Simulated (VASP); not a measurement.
# CoSn (P6/mmm) in VASP: relaxation of cell and atoms with PBE+D3(BJ)

Aim: the relaxation of cell and atoms of CoSn with PBE+D3(BJ).

All numbers are computed with VASP 6.6.1; they aren't measurements. Logs are shortened: lines on timing, memory, paths and dates and some standing lists are left out, and cuts for length are marked.

## 1. The cell of the first run

The structure is hexagonal, space group P6/mmm (No. 191). Conventional cell: a = 5.297 Å, b = 5.297 Å, c = 4.230 Å, α = 90.00°, β = 90.00°, γ = 120.00°. Co (site symmetry mmm) has 6 Sn at 2.61 to 2.65 Å and 4 Co at 2.65 Å within 3.4 Å. Within 3.4 Å of Sn (site symmetry -6m2) lie 6 Co at 2.61 Å and 3 Sn at 3.06 Å. Within 3.5 Å of Sn (site symmetry 6/mmm) lie 6 Co at 2.65 Å.

## 2. Relaxation of cell and atoms, PBE+D3(BJ)

The input, INCAR:

```
SYSTEM = CoSn
PREC = Accurate
ENCUT = 600
EDIFF = 1E-7
ISMEAR = 0
SIGMA = 0.1
LREAL = .False.
LASPH = .True.
NELM = 80
ALGO = Fast
ISIF = 3
LWAVE = .False.
LCHARG = .False.
GGA = PE
IVDW = 12
IBRION = 2
NSW = 70
EDIFFG = -0.005
```

The input, KPOINTS:

```
Automatic mesh
0
Gamma
  12 12 8
  0 0 0
```

The input, POSCAR:

```
CoSn
1.0
    5.2965850066      0.0000000000      0.0000000000
   -2.6482925033      4.5869771690      0.0000000000
    0.0000000000      0.0000000000      4.2302876780
Co Sn
3 3
Direct
    0.0000000000      0.5000000000      0.0000000000
    0.5000000000      0.5000000000      0.0000000000
    0.5000000000      0.0000000000      0.0000000000
    0.6666666667      0.3333333333      0.5000000000
    0.3333333333      0.6666666667      0.5000000000
    0.0000000000      0.0000000000      0.0000000000
```

Potentials or basis: VASP PAW PBE potentials, release 64 (Co, Sn_d).

On the command line:

```bash
> cat potpaw_PBE.64/Co/POTCAR potpaw_PBE.64/Sn_d/POTCAR > POTCAR
> mpirun -np 1 vasp_std > vasp.out
```

OUTCAR:

```text
SYSTEM = CoSn
   PREC = Accurate
   ENCUT = 600
   EDIFF = 1E-7
   ISMEAR = 0
   LREAL = .False.
   LASPH = .True.
   NELM = 80
   ISIF = 3
   GGA = PE
   IVDW = 12
   IBRION = 2
   NSW = 70
   EDIFFG = -0.005
 IVDW          = 12

 ion  position               nearest neighbor table
   1  0.000  0.500  0.000-   4 2.61   5 2.61   4 2.61   5 2.61   3 2.65   6 2.65   6 2.65   3 2.65
                             2 2.65   2 2.65
   2  0.500  0.500  0.000-   4 2.61   5 2.61   4 2.61   5 2.61   3 2.65   6 2.65   3 2.65   6 2.65
                             1 2.65   1 2.65
   3  0.500  0.000  0.000-   4 2.61   5 2.61   4 2.61   5 2.61   1 2.65   2 2.65   2 2.65   1 2.65
                             6 2.65   6 2.65
   4  0.667  0.333  0.500-   3 2.61   3 2.61   1 2.61   1 2.61   2 2.61   2 2.61   5 3.06   5 3.06
                             5 3.06   6 3.72   6 3.72   6 3.72   6 3.72   6 3.72   6 3.72
   5  0.333  0.667  0.500-   3 2.61   3 2.61   1 2.61   1 2.61   2 2.61   2 2.61   4 3.06   4 3.06
                             4 3.06   6 3.72   6 3.72   6 3.72   6 3.72   6 3.72   6 3.72
   6  0.000  0.000  0.000-   1 2.65   2 2.65   1 2.65   2 2.65   3 2.65   3 2.65   5 3.72   4 3.72
                             5 3.72   4 3.72   4 3.72   4 3.72   5 3.72   5 3.72   4 3.72   5 3.72

  LATTYP: Found a hexagonal cell.
 ALAT       =     5.2965850066
 C/A-ratio  =     0.7986821079

  Lattice vectors:

 A1 = (   5.2965850066,   0.0000000000,   0.0000000000)
 A2 = (  -2.6482925033,   4.5869771690,   0.0000000000)
 A3 = (   0.0000000000,   0.0000000000,   4.2302876780)

Analysis of symmetry for initial positions (statically):
=====================================================================
 Subroutine PRICEL returns:
 Original cell was already a primitive cell.

 Routine SETGRP: Setting up the symmetry group for a
 hexagonal supercell.

 Subroutine GETGRP returns: Found 24 space group operations
 (whereof 24 operations were pure point group operations)
 out of a pool of 24 trial point group operations.

The static configuration has the point symmetry D_6h.

Analysis of symmetry for dynamics (positions and initial velocities):
=====================================================================
 Subroutine PRICEL returns:
 Original cell was already a primitive cell.

 Routine SETGRP: Setting up the symmetry group for a
 hexagonal supercell.

 Subroutine GETGRP returns: Found 24 space group operations
 (whereof 24 operations were pure point group operations)
 out of a pool of 24 trial point group operations.

The dynamic configuration has the point symmetry D_6h.

 Subroutine INISYM returns: Found 24 space group operations
 (whereof 24 operations are pure point group operations),
 and found     1 'primitive' translations

----------------------------------------------------------------------------------------

                                     Primitive cell

  volume of cell :     102.7762

  direct lattice vectors                    reciprocal lattice vectors
     5.296585007  0.000000000  0.000000000     0.188800897  0.109004249  0.000000000
    -2.648292503  4.586977169  0.000000000     0.000000000  0.218008497  0.000000000
     0.000000000  0.000000000  4.230287678     0.000000000  0.000000000  0.236390543

  length of vectors
     5.296585007  5.296585007  4.230287678     0.218008497  0.218008497  0.236390543

  position of ions in fractional coordinates (direct lattice)
     0.000000000  0.500000000  0.000000000
     0.500000000  0.500000000  0.000000000
     0.500000000  0.000000000  0.000000000
     0.666666667  0.333333333  0.500000000
     0.333333333  0.666666667  0.500000000
     0.000000000  0.000000000  0.000000000

  ion indices of the primitive-cell ions
   primitive index   ion index
                 1           1
                 2           2
                 3           3
                 4           4
                 5           5
                 6           6

----------------------------------------------------------------------------------------

 KPOINTS: Automatic mesh

Automatic generation of k-mesh.
 Grid dimensions read from file:
 generate k-points for:   12   12    8

 Generating k-lattice:

  Cartesian coordinates                     Fractional coordinates (reciprocal lattice)
     0.015733408  0.009083687  0.000000000     0.083333333  0.000000000  0.000000000
     0.000000000  0.018167375  0.000000000     0.000000000  0.083333333  0.000000000
     0.000000000  0.000000000  0.029548818     0.000000000  0.000000000  0.125000000

  Length of vectors
     0.018167375  0.018167375  0.029548818

  Shift w.r.t. Gamma in fractional coordinates (k-lattice)
     0.000000000  0.000000000  0.000000000

 Subroutine IBZKPT returns following result:
 ===========================================

 Found     95 irreducible k-points:

 Following reciprocal coordinates:
            Coordinates               Weight
  0.000000  0.000000  0.000000      1.000000
  0.083333 -0.000000  0.000000      6.000000
  0.166667  0.000000  0.000000      6.000000
  0.250000  0.000000  0.000000      6.000000
  0.333333  0.000000  0.000000      6.000000
  0.416667  0.000000  0.000000      6.000000
[... 16 lines left out ...]
  0.250000  0.000000  0.125000     12.000000
  0.333333  0.000000  0.125000     12.000000
 [... further k-points ...]
   k-points           NKPTS =     95   k-points in BZ     NKDIM =     95   number of bands    NBANDS=     41
   number of dos      NEDOS =    301   number of ions     NIONS =      6
   total plane-waves  NPLWV =  63504
   dimension x,y,z NGX =    42 NGY =   42 NGZ =   36
   dimension x,y,z NGXF=    84 NGYF=   84 NGZF=   72
   ions per type =               3   3
   NGX,Y,Z   is equivalent  to a cutoff of  13.18, 13.18, 14.15 a.u.
   NGXF,Y,Z  is equivalent  to a cutoff of  26.37, 26.37, 28.30 a.u.
 SYSTEM =  CoSn
   PREC   = accura    normal or accurate (medium, high low for compatibility)
   ISTART =      0    job   : 0-new  1-cont  2-samecut
   ICHARG =      2    charge: 1-file 2-atom 10-const
   ISPIN  =      1    spin polarized calculation?
   LNONCOLLINEAR =      F non collinear calculations
   LSORBIT =      F    spin-orbit coupling
   LASPH  =      T    aspherical Exc in radial PAW
   ENCUT  =  600.0 eV  44.10 Ry    6.64 a.u.  10.58 10.58  8.45*2*pi/ulx,y,z
   NELM   =     80;   NELMIN=  2; NELMDL= -5     # of ELM steps
   EDIFF  = 0.1E-06   stopping-criterion for ELM
   LREAL  =      F    real-space projection
   EDIFFG = -.5E-02   stopping-criterion for IOM
   NSW    =     70    number of steps for IOM
   IBRION =      2    ionic relax: 0-MD 1-quasi-New 2-CG
   NFREE  =      1    steps in history (QN), initial steepest desc. (CG)
   ISIF   =      3    stress and relaxation
   ISYM   =      2    0-nonsym 1-usesym 2-fastsym
   POTIM  = 0.5000    time-step for ionic-motion
   TEBEG  =    0.0;   TEEND  =   0.0 temperature during run
   PSTRESS=    0.0 pullay stress
   NELECT =      69.0000    total number of electrons
   NUPDOWN=      -1.0000    fix difference up-down
   EMIN   =  10.00;   EMAX   =-10.00  energy-range for DOS
   EFERMI =   0.00;   METHOD = LEGACY
   ISMEAR =     0;   SIGMA  =   0.10  broadening in eV -4-tet -1-fermi 0-gaus
   EFERMI_NEDOS =   21; number of points for ismear=-14 and -15
   IALGO  =     68    algorithm
   IMIX   =      4    mixing-type and parameters
     AMIX     =   0.40;   BMIX     =  1.00
     AMIX_MAG =   1.60;   BMIX_MAG =  1.00
  volume/ion in A,a.u.               =      17.13       115.59
  Fermi-wavevector in a.u.,A,eV,Ry     =   1.433487  2.708897 27.958402  2.054885
  Thomas-Fermi vector in A             =   2.553000
   LORBIT       =      0    0 simple, 1 ext, 2 COOP (PROOUT), +10 PAW based schemes
   GGA     = PE    functional components
   LHFCALC =     F    Hartree Fock is set to
   AEXX    =    0.0000 exact exchange contribution
   IVDW    =    12    specifies the selected vdW correction
   LEPSILON=     F    determine dielectric tensor
   LRPA    =     F    only Hartree local field effects (RPA)
 conjugate gradient relaxation of ions
 non-spin polarized calculation
 RMM-DIIS sequential band-by-band and
 Gauss-broadening in eV      SIGMA  =   0.10
  energy-cutoff  :      600.00
  volume of cell :      102.78
 maximum number of plane-waves:      3460
   NGX = 21   NGY = 21   NGZ = 17

--------------------------------------- Ionic step        1  -------------------------------------------

 number of electron      69.0000012 magnetization

 Free energy of the ion-electron system (eV)
  ---------------------------------------------------
  ext. energy  EPLUGINS =         0.00000000
  ---------------------------------------------------
  free energy    TOTEN  =       -33.25931259 eV

  energy without entropy =      -33.24690354  energy(sigma->0) =      -33.25310806

 E-fermi :   9.7441     XC(G=0): -11.7041

 val. band max:        9.7277114538   @ k =   0.3333   0.0000   0.1250
 cond. band min:       9.7726976493   @ k =   0.2500   0.0000   0.0000
 fundamental gap:      0.0449861956
 Fermi energy:         9.7441474169

 k-point     1 :       0.0000    0.0000    0.0000
  band No.  band energies     occupation
      1     -11.7615      2.00000
      2     -11.6491      2.00000
      3     -11.6491      2.00000
      4     -11.6164      2.00000
      5     -11.6164      2.00000
      6     -11.5183      2.00000
[... 1117 lines left out ...]
 POSITION                                       TOTAL-FORCE (eV/Angst)
 -----------------------------------------------------------------------------------
      3.88757      2.24449      0.00000         0.000000      0.000000      0.000000
      1.29586      2.24449      0.00000        -0.000000      0.000000      0.000000
      2.59171      0.00000      0.00000        -0.000000      0.000000      0.000000
      2.59171      1.49633      2.06911        -0.000000     -0.000000      0.000000
     -0.00000      2.99265      2.06911         0.000000      0.000000      0.000000
      5.18342      0.00000      0.00000        -0.000000      0.000000      0.000000
 -----------------------------------------------------------------------------------
    total drift:                                0.000000     -0.000000     -0.000000

  FREE ENERGIE OF THE ION-ELECTRON SYSTEM (eV)
  ---------------------------------------------------
  free  energy   TOTEN  =       -35.7767694769 eV

  energy  without entropy=      -35.7655645611  energy(sigma->0) =      -35.77116702

--------------------------------------- Ionic step        3  -------------------------------------------

 number of electron      69.0000019 magnetization

 Free energy of the ion-electron system (eV)
  ---------------------------------------------------
  ext. energy  EPLUGINS =         0.00000000
  ---------------------------------------------------
  free energy    TOTEN  =       -33.21764598 eV

  energy without entropy =      -33.20587820  energy(sigma->0) =      -33.21176209

 E-fermi :  10.1886     XC(G=0): -11.8739

 val. band max:       10.1756450743   @ k =   0.3333   0.0000   0.1250
 cond. band min:      10.2183496997   @ k =   0.2500   0.0000   0.0000
 fundamental gap:      0.0427046255
 Fermi energy:        10.1885593242

 k-point     1 :       0.0000    0.0000    0.0000
  band No.  band energies     occupation
      1     -11.3235      2.00000
      2     -11.2082      2.00000
      3     -11.2082      2.00000
      4     -11.1927      2.00000
      5     -11.1927      2.00000
      6     -11.1000      2.00000
[... 1073 lines left out ...]
 POSITION                                       TOTAL-FORCE (eV/Angst)
 -----------------------------------------------------------------------------------
     -1.31011      2.26917      0.00000         0.000000      0.000000      0.000000
      1.31011      2.26917      0.00000        -0.000000      0.000000      0.000000
      2.62022      0.00000      0.00000         0.000000      0.000000      0.000000
      2.62022      1.51278      2.09230         0.000000     -0.000000      0.000000
     -0.00000      3.02556      2.09230        -0.000000      0.000000     -0.000000
      0.00000      0.00000      0.00000        -0.000000      0.000000      0.000000
 -----------------------------------------------------------------------------------
    total drift:                                0.000000      0.000000     -0.000000

  FREE ENERGIE OF THE ION-ELECTRON SYSTEM (eV)
  ---------------------------------------------------
  free  energy   TOTEN  =       -35.8251687193 eV

  energy  without entropy=      -35.8134009423  energy(sigma->0) =      -35.81928483

 reached required accuracy - stopping structural energy minimisation
```

It took 12 min on 1 thread of Intel Xeon 6975P-C (Granite Rapids), shared host; peak memory 0.54 GiB.

What came out:

```yaml
Free_energy: -35.8252 eV
Relaxed_volume: 16.59 Å³/atom
Relaxed_cell: a = 5.240 Å, b = 5.240 Å, c = 4.185 Å, α = 90.00°, β = 90.00°, γ = 120.00°
Space_group_after_relaxing_to_0.05_Å: P6/mmm (No. 191)
Energy_gained_by_relaxing: 7.3 meV/atom
Ionic_steps: 3
Pressure_after_relaxing: 0.0 GPa
Dispersion_energy_per_atom: -0.435 eV
```

Step by step:
```tsv
step	energy change (eV)	largest force (eV/Å)	pressure (GPa)	volume (Å³)
1	0.0000	0.0000	-4.17	102.78
2	0.0044	0.0000	4.99	96.29
3	-0.0440	0.0000	-0.02	99.52
```

Final structure:
```
CELL_PARAMETERS angstrom
5.24043 0.00000 0.00000
-2.62022 4.53835 0.00000
0.00000 0.00000 4.18460
ATOMIC_POSITIONS crystal
Co 0.00000 0.50000 0.00000
Co 0.50000 0.50000 0.00000
Co 0.50000 0.00000 0.00000
Sn 0.66667 0.33333 0.50000
Sn 0.33333 0.66667 0.50000
Sn 0.00000 0.00000 0.00000
```

Levels at points of the mesh, in eV from the Fermi level:
```csv
k point,band 32,band 33,band 34,band 35,band 36,band 37
"(0.00, 0.00, 0.00)",-0.43,-0.40,-0.40,0.54,0.67,1.42
"(0.50, 0.00, 0.00)",-0.42,-0.41,0.75,1.05,1.75,1.84
"(0.00, 0.00, 0.50)",-0.51,-0.49,-0.49,-0.39,-0.39,-0.14
"(0.50, 0.00, 0.50)",-0.69,-0.49,-0.43,-0.39,-0.12,0.45
```

Caveat: spin-orbit coupling is left out, which moves the levels of the heavy elements; pairwise dispersion overbinds metals, which lowers pressure and volume.
